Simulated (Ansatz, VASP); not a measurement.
**Hg in VASP and in Ansatz**

```
Hg
1.0
     3.46181    0.00000    0.00000
    -1.73090    2.99802    0.00000
     0.00000    0.00000    5.48755
Hg
2
Direct
  0.33333 0.66667 0.25000
  0.66667 0.33333 0.75000
```

Alike in both runs: functional PBEsol; k mesh 9 × 9 × 5; occupations fermi-dirac, width 0.05 eV; no spin polarisation.

|  | VASP | Ansatz |
| --- | --- | --- |
| version | VASP 6.6.1 | Ansatz 0.2.0 |
| potentials or method | VASP PAW PBE potentials, release 64 (Hg) | Ansatz PAW |
| plane-wave cutoff (eV) | 520 | 420 |
| valence electrons in the cell | 24 | 40 |
| task | single point | band structure |

Ansatz gave:

```
gap on the k mesh at the Fermi level (eV)                     : none
pressure (GPa)                                                : -2.5
traceless stress, the component that is largest in VASP (GPa) : 0.08
```

**Question.** Which values does VASP return?

**Answer.** gap on the k mesh at the Fermi level (eV): none; pressure (GPa): -2.4; traceless stress, the component that is largest in VASP (GPa): 0.08.

VASP's potentials were made for PBE, not for PBEsol. A gap of «none» marks a metal or a gap that the smearing closes. VASP's potentials hold 24 valence electrons a cell and Ansatz's 40, so a difference there can come from the potentials and not from the codes.

Spin-orbit coupling is off throughout.
